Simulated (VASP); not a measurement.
# NaTaO in VASP: a series of runs, part 2 of 2

VASP 6.6.1. The steps go on from the part before.

### Step 5. Single point, PBE

This run uses another cell than the first one, of 16.75 Å³/atom.

INCAR

```
SYSTEM = NaTaO
PREC = Accurate
ENCUT = 600
EDIFF = 1E-6
ISMEAR = 0
SIGMA = 0.2
LREAL = .False.
LASPH = .True.
NELM = 120
ALGO = Normal
ISIF = 2
LWAVE = .False.
LCHARG = .False.
GGA = PE
NBANDS = 19
GGA_COMPAT = .False.
```

KPOINTS

```
Automatic mesh
0
Gamma
  6 6 5
  0 0 0
```

POSCAR

```
NaTaO
1.0
    2.9935347029      0.0000000000      0.0000000000
    0.0000000000      2.9935347029      0.0000000000
    0.0000000000      0.0000000000      5.6061983710
Na Ta O
1 1 1
Direct
    0.5000000000      0.5000000000      0.7175294514
    0.0000000000      0.0000000000      0.2008173758
    0.5000000000      0.5000000000      0.2338125428
```

Potentials or basis: VASP PAW PBE potentials, release 64 (Na_pv, Ta_pv, O).

On the command line:

```
$ cat potpaw_PBE.64/Na_pv/POTCAR potpaw_PBE.64/Ta_pv/POTCAR potpaw_PBE.64/O/POTCAR > POTCAR
$ mpirun -np 1 vasp_std > vasp.out
```

OUTCAR:

```text
SYSTEM = NaTaO
   PREC = Accurate
   ENCUT = 600
   EDIFF = 1E-6
   ISMEAR = 0
   LREAL = .False.
   LASPH = .True.
   NELM = 120
   ISIF = 2
   GGA = PE

 ion  position               nearest neighbor table
   1  0.500  0.500  0.718-
   2  0.000  0.000  0.201-   3 2.12   3 2.12   3 2.12   3 2.12
   3  0.500  0.500  0.234-   2 2.12   2 2.12   2 2.12   2 2.12

  LATTYP: Found a simple tetragonal cell.
 ALAT       =     2.9935347029
 C/A-ratio  =     1.8727687925

  Lattice vectors:

 A1 = (   2.9935347029,   0.0000000000,   0.0000000000)
 A2 = (   0.0000000000,   2.9935347029,   0.0000000000)
 A3 = (   0.0000000000,   0.0000000000,   5.6061983710)

Analysis of symmetry for initial positions (statically):
=====================================================================
 Subroutine PRICEL returns:
 Original cell was already a primitive cell.

 Routine SETGRP: Setting up the symmetry group for a
 simple tetragonal supercell.

 Subroutine GETGRP returns: Found  8 space group operations
 (whereof  8 operations were pure point group operations)
 out of a pool of 16 trial point group operations.

The static configuration has the point symmetry C_4v.

Analysis of symmetry for dynamics (positions and initial velocities):
=====================================================================
 Subroutine PRICEL returns:
 Original cell was already a primitive cell.

 Routine SETGRP: Setting up the symmetry group for a
 simple tetragonal supercell.

 Subroutine GETGRP returns: Found  8 space group operations
 (whereof  8 operations were pure point group operations)
 out of a pool of 16 trial point group operations.

The dynamic configuration has the point symmetry C_4v.

 Subroutine INISYM returns: Found  8 space group operations
 (whereof  8 operations are pure point group operations),
 and found     1 'primitive' translations

----------------------------------------------------------------------------------------

                                     Primitive cell

  volume of cell :      50.2385

  direct lattice vectors                    reciprocal lattice vectors
     2.993534703  0.000000000  0.000000000     0.334053251  0.000000000  0.000000000
     0.000000000  2.993534703  0.000000000     0.000000000  0.334053251  0.000000000
     0.000000000  0.000000000  5.606198371     0.000000000  0.000000000  0.178373995

  length of vectors
     2.993534703  2.993534703  5.606198371     0.334053251  0.334053251  0.178373995

  position of ions in fractional coordinates (direct lattice)
     0.500000000  0.500000000  0.717529451
     0.000000000  0.000000000  0.200817376
     0.500000000  0.500000000  0.233812543

  ion indices of the primitive-cell ions
   primitive index   ion index
                 1           1
                 2           2
                 3           3

----------------------------------------------------------------------------------------

 KPOINTS: Automatic mesh

Automatic generation of k-mesh.
 Grid dimensions read from file:
 generate k-points for:    6    6    5

 Generating k-lattice:

  Cartesian coordinates                     Fractional coordinates (reciprocal lattice)
     0.055675542  0.000000000  0.000000000     0.166666667  0.000000000  0.000000000
     0.000000000  0.055675542  0.000000000     0.000000000  0.166666667  0.000000000
     0.000000000  0.000000000  0.035674799     0.000000000  0.000000000  0.200000000

  Length of vectors
     0.055675542  0.055675542  0.035674799

  Shift w.r.t. Gamma in fractional coordinates (k-lattice)
     0.000000000  0.000000000  0.000000000

 Subroutine IBZKPT returns following result:
 ===========================================

 Found     30 irreducible k-points:

 Following reciprocal coordinates:
            Coordinates               Weight
  0.000000  0.000000  0.000000      1.000000
  0.166667  0.000000  0.000000      4.000000
  0.333333  0.000000  0.000000      4.000000
  0.500000  0.000000  0.000000      2.000000
  0.166667  0.166667  0.000000      4.000000
  0.333333  0.166667  0.000000      8.000000
[... 16 lines left out ...]
  0.333333  0.000000  0.400000      8.000000
  0.500000  0.000000  0.400000      4.000000
 [... further k-points ...]
   k-points           NKPTS =     30   k-points in BZ     NKDIM =     30   number of bands    NBANDS=     19
   number of dos      NEDOS =    301   number of ions     NIONS =      3
   total plane-waves  NPLWV =  27648
   dimension x,y,z NGX =    24 NGY =   24 NGZ =   48
   dimension x,y,z NGXF=    48 NGYF=   48 NGZF=   96
   ions per type =               1   1   1
   NGX,Y,Z   is equivalent  to a cutoff of  13.33, 13.33, 14.23 a.u.
   NGXF,Y,Z  is equivalent  to a cutoff of  26.66, 26.66, 28.47 a.u.
 SYSTEM =  NaTaO
   PREC   = accura    normal or accurate (medium, high low for compatibility)
   ISTART =      0    job   : 0-new  1-cont  2-samecut
   ICHARG =      2    charge: 1-file 2-atom 10-const
   ISPIN  =      1    spin polarized calculation?
   LNONCOLLINEAR =      F non collinear calculations
   LSORBIT =      F    spin-orbit coupling
   LASPH  =      T    aspherical Exc in radial PAW
   ENCUT  =  600.0 eV  44.10 Ry    6.64 a.u.   5.98  5.98 11.20*2*pi/ulx,y,z
   NELM   =    120;   NELMIN=  2; NELMDL= -5     # of ELM steps
   EDIFF  = 0.1E-05   stopping-criterion for ELM
   LREAL  =      F    real-space projection
   EDIFFG = 0.1E-04   stopping-criterion for IOM
   NSW    =      0    number of steps for IOM
   IBRION =     -1    ionic relax: 0-MD 1-quasi-New 2-CG
   NFREE  =      0    steps in history (QN), initial steepest desc. (CG)
   ISIF   =      2    stress and relaxation
   ISYM   =      2    0-nonsym 1-usesym 2-fastsym
   POTIM  = 0.5000    time-step for ionic-motion
   TEBEG  =    0.0;   TEEND  =   0.0 temperature during run
   PSTRESS=    0.0 pullay stress
   NELECT =      24.0000    total number of electrons
   NUPDOWN=      -1.0000    fix difference up-down
   EMIN   =  10.00;   EMAX   =-10.00  energy-range for DOS
   EFERMI =   0.00;   METHOD = LEGACY
   ISMEAR =     0;   SIGMA  =   0.20  broadening in eV -4-tet -1-fermi 0-gaus
   EFERMI_NEDOS =   21; number of points for ismear=-14 and -15
   IALGO  =     38    algorithm
   IMIX   =      4    mixing-type and parameters
     AMIX     =   0.40;   BMIX     =  1.00
     AMIX_MAG =   1.60;   BMIX_MAG =  1.00
  volume/ion in A,a.u.               =      16.75       113.01
  Fermi-wavevector in a.u.,A,eV,Ry     =   1.279773  2.418420 22.283874  1.637819
  Thomas-Fermi vector in A             =   2.412239
   LORBIT       =      0    0 simple, 1 ext, 2 COOP (PROOUT), +10 PAW based schemes
   GGA     = PE    functional components
   LHFCALC =     F    Hartree Fock is set to
   AEXX    =    0.0000 exact exchange contribution
   IVDW    =     0    specifies the selected vdW correction
   LEPSILON=     F    determine dielectric tensor
   LRPA    =     F    only Hartree local field effects (RPA)
 non-spin polarized calculation
 Gauss-broadening in eV      SIGMA  =   0.20
  energy-cutoff  :      600.00
  volume of cell :       50.24
 maximum number of plane-waves:      1697
 NGX is ok and might be reduce to    24
   NGX = 11   NGY = 11   NGZ = 23

 number of electron      23.9999983 magnetization

 Free energy of the ion-electron system (eV)
  ---------------------------------------------------
  ext. energy  EPLUGINS =         0.00000000
  ---------------------------------------------------
  free energy    TOTEN  =       -20.15478223 eV

  energy without entropy =      -20.09258319  energy(sigma->0) =      -20.12368271

 E-fermi :   4.1756     XC(G=0): -10.0631

 val. band max:        4.1550357340   @ k =   0.3333   0.3333   0.4000
 cond. band min:       4.1795348097   @ k =   0.3333   0.3333   0.2000
 fundamental gap:      0.0244990758
 Fermi energy:         4.1756494524

 k-point     1 :       0.0000    0.0000    0.0000
  band No.  band energies     occupation
      1     -31.3895      2.00000
      2     -31.3895      2.00000
      3     -31.2408      2.00000
      4     -20.1972      2.00000
      5     -20.1232      2.00000
      6     -20.1232      2.00000
[... 11 lines left out ...]
     18       8.0564      0.00000
     19      15.7106      0.00000
[... 489 lines left out ...]
      3     -31.1771      2.00000
      4     -20.2815      2.00000
      5     -20.1800      2.00000
      6     -20.1093      2.00000
[... 11 lines left out ...]
     18      11.1337      0.00000
     19      11.7868      0.00000

 [... further k-points ...]

------------------------ aborting loop because EDIFF is reached ----------------------------------------

  FORCE on cell =-STRESS in cart. coord.  units (eV):
  Direction    XX          YY          ZZ          XY          YZ          ZX
  --------------------------------------------------------------------------------------
  -------------------------------------------------------------------------------------
  Total        0.0990295      0.0990295      0.0397566      0.0000000     -0.0000000     -0.0000000
  in kB        3.1581901      3.1581901      1.2678932      0.0000000     -0.0000000     -0.0000000
  external PRESSURE =       2.5280911 kB  Pullay stress =       0.0000000 kB

 VOLUME and BASIS-vectors are now :
 -----------------------------------------------------------------------------
  energy-cutoff  :      600.00
  volume of cell :       50.24
      direct lattice vectors                 reciprocal lattice vectors
     2.993534703  0.000000000  0.000000000     0.334053251  0.000000000  0.000000000
     0.000000000  2.993534703  0.000000000     0.000000000  0.334053251  0.000000000
     0.000000000  0.000000000  5.606198371     0.000000000  0.000000000  0.178373995

 POSITION                                       TOTAL-FORCE (eV/Angst)
 -----------------------------------------------------------------------------------
      1.49677      1.49677      4.02261         0.000000     -0.000000     -0.008156
      0.00000      0.00000      1.12582        -0.000000     -0.000000      0.005800
      1.49677      1.49677      1.31080        -0.000000      0.000000      0.002357
 -----------------------------------------------------------------------------------
    total drift:                                0.000000     -0.000000     -0.000523

  FREE ENERGIE OF THE ION-ELECTRON SYSTEM (eV)
  ---------------------------------------------------
  free  energy   TOTEN  =       -20.1547822340 eV

  energy  without entropy=      -20.0925831925  energy(sigma->0) =      -20.12368271
```

Wall time 25 s (1 thread of Intel Xeon 8259CL, shared host); peak memory 0.19 GiB.

What came out:

```yaml
Free_energy: -20.1548 eV
Pressure: 0.3 GPa
Largest_force: 0.008 eV/Å
Band_gap_on_the_k_mesh: zero (bands 12 and 13 overlap by 1.69 eV)
```

Forces on the atoms (eV/Å):
```
Na   0.000  0.000 -0.008
Ta   0.000  0.000  0.006
O    0.000  0.000  0.002
```

Stress tensor (GPa, compression positive):
```
0.32 0.00 0.00
0.00 0.32 0.00
0.00 0.00 0.13
```

Caveat: spin-orbit coupling is left out, which moves the levels of the heavy elements.

### Step 6. Overview

```csv
cell,k mesh,gap on the mesh (eV),pressure (GPa)
"a = 3.275, b = 3.275, c = 4.068 Å, angles 90.0, 90.0, 90.3°, 3 atoms, atomic positions A",5 × 5 × 5,none,0.1
"a = 3.257, b = 3.257, c = 4.078 Å, 3 atoms, atomic positions A",6 × 6 × 5,none,0.2
"a = 2.933, b = 2.933, c = 5.793 Å, 3 atoms, atomic positions B",6 × 6 × 4,none,0.3
"a = 2.994, b = 2.994, c = 5.606 Å, 3 atoms, atomic positions C",6 × 6 × 5,none,0.3
```

Alike in all rows: task single point; level PBE; potentials or basis VASP PAW PBE potentials, release 64 (Na_pv, Ta_pv, O); no spin polarisation; cutoff (eV) 600; smearing gaussian 0.2 eV.

Caveats: some runs use coarse meshes; spin-orbit coupling is left out, which moves the levels of the heavy elements.

Total energies depend on the potentials used, so only differences within one code and one set of settings carry meaning.

The gap in the log of VASP goes by the Fermi energy; the results here count the filled bands.